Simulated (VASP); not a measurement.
The system is InGa2N3.

```
CELL_PARAMETERS angstrom
3.42883 0.00000 0.00000
-1.71441 2.96945 0.00000
0.00000 0.00000 8.39298
ATOMIC_POSITIONS crystal
In 0.00000 0.00000 0.00000
Ga 0.33333 0.66667 0.65599
Ga 0.66667 0.33333 0.34401
N 0.33333 0.66667 0.16590
N 0.66667 0.33333 0.83410
N 0.00000 0.00000 0.50000
```

| Property | Result |
| --- | --- |
| Program | VASP 6.6.1 |
| Task | relaxation of cell and atoms |
| Functional | PBE |
| Potentials or basis | VASP PAW PBE potentials, release 64 (In_d, Ga_d, N) |
| Cutoff | 600 eV |
| k mesh | 6 × 6 × 2 |
| Occupations | gaussian, width 0.1 eV |
| Spin | no spin polarisation |

At the start: pressure -24.3 GPa; volume 14.24 Å³/atom.

Where does the relaxation end?

Over 11 steps the energy falls by 380.4 meV/atom and the volume is 10.83 Å³/atom (-24.0 %); space group P-3m1 (No. 164, to 0.05 Å).

The path:
```
step  energy change (eV)  largest force (eV/Å)  pressure (GPa)  volume (Å³)
   1              0.0000                0.9393          -24.30        85.46
   2             -1.8887                2.2623           14.46        61.43
   3             -2.0260                2.0007            1.36        65.33
   4             -2.2350                0.8510            2.29        64.35
   5             -2.2363                0.7323            2.05        64.41
   6             -2.2777                0.1488           -1.40        65.51
   7             -2.2778                0.1156           -1.58        65.58
   8             -2.2817                0.0890            0.76        64.79
   9             -2.2822                0.0464            0.04        64.99
  10             -2.2822                0.0471           -0.11        65.00
  11             -2.2823                0.0248            0.16        64.96
```

Final structure:
```cif
data_structure
_symmetry_space_group_name_H-M 'P 1'
_symmetry_Int_Tables_number 1
_cell_length_a 3.1240
_cell_length_b 3.1240
_cell_length_c 7.6863
_cell_angle_alpha 90.000
_cell_angle_beta 90.000
_cell_angle_gamma 120.000
_cell_volume 64.96
loop_
_atom_site_label
_atom_site_type_symbol
_atom_site_fract_x
_atom_site_fract_y
_atom_site_fract_z
_atom_site_occupancy
In1 In 0.00000 0.00000 0.00000 1
Ga1 Ga 0.33333 0.66667 0.65899 1
Ga2 Ga 0.66667 0.33333 0.34101 1
N1 N 0.33333 0.66667 0.18696 1
N2 N 0.66667 0.33333 0.81304 1
N3 N 0.00000 0.00000 0.50000 1
```

Caveat: the volume moved by over 15 % at a fixed basis, so the end points are rough.
